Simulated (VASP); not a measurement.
Wanted: the native input for a VASP 6.6.1 run.

- Task: single point
- Functional: PBE
- Potentials or basis: VASP PAW PBE potentials, release 64 (Ta_pv, N)
- Cutoff: 600 eV
- k mesh: 8 × 4 × 4
- Occupations: gaussian, width 0.2 eV
- Spin: no spin polarisation
- Dipole correction: no
- Further INCAR settings: ALGO = Normal; EDIFF = 1e-06; NBANDS = 36

The structure of Ta2N lies in POSCAR:

```
Ta2N
1.0
   -1.5505631915      2.6856542281      0.0000000000
    0.0000000000      0.0000000000      4.8819497278
    4.6516895746      2.6856542281      0.0000000000
Ta N
4 2
Direct
    0.0000000000      0.7449004354      0.3333333333
    0.5000000000      0.7449004354      0.8333333333
    0.5000000000      0.2550995646      0.1666666667
    0.0000000000      0.2550995646      0.6666666667
    0.0000000000      1.0000000000      0.0000000000
    0.5000000000      1.0000000000      0.5000000000
```

These files were run (other wordings do the same):

INCAR

```
SYSTEM = Ta2N
  ALGO = Normal
  EDIFF = 1E-6
  ENCUT = 600
  GGA = PE
  GGA_COMPAT = .FALSE.
  ISIF = 2
  ISMEAR = 0
  LASPH = .TRUE.
  LCHARG = .FALSE.
  LREAL = .FALSE.
  LWAVE = .FALSE.
  NBANDS = 36
  NELM = 120
  PREC = Accurate
  SIGMA = 0.2
```

KPOINTS

```
k-points
0
G
  8 4 4
  0 0 0
```

Potentials or basis: VASP PAW PBE potentials, release 64 (Ta_pv, N).

Command:

```console
$ cat potpaw_PBE.64/Ta_pv/POTCAR potpaw_PBE.64/N/POTCAR > POTCAR
$ mpirun -np 1 vasp_std > vasp.out
```

It gave:

```json
{
  "Pressure": "0.4 GPa",
  "Largest force": "0.055 eV/Å",
  "Band gap on the k mesh": "zero (bands 27 and 28 overlap by 2.76 eV)"
}
```

Caveat: spin-orbit coupling is left out, which moves the levels of the heavy elements.

Wall time 2.9 min on 1 thread of Intel(R) Xeon(R) Platinum 8259CL CPU @ 2.50GHz (Skylake/Cascade Lake), with other jobs on the host, peak memory 0.3 GiB.
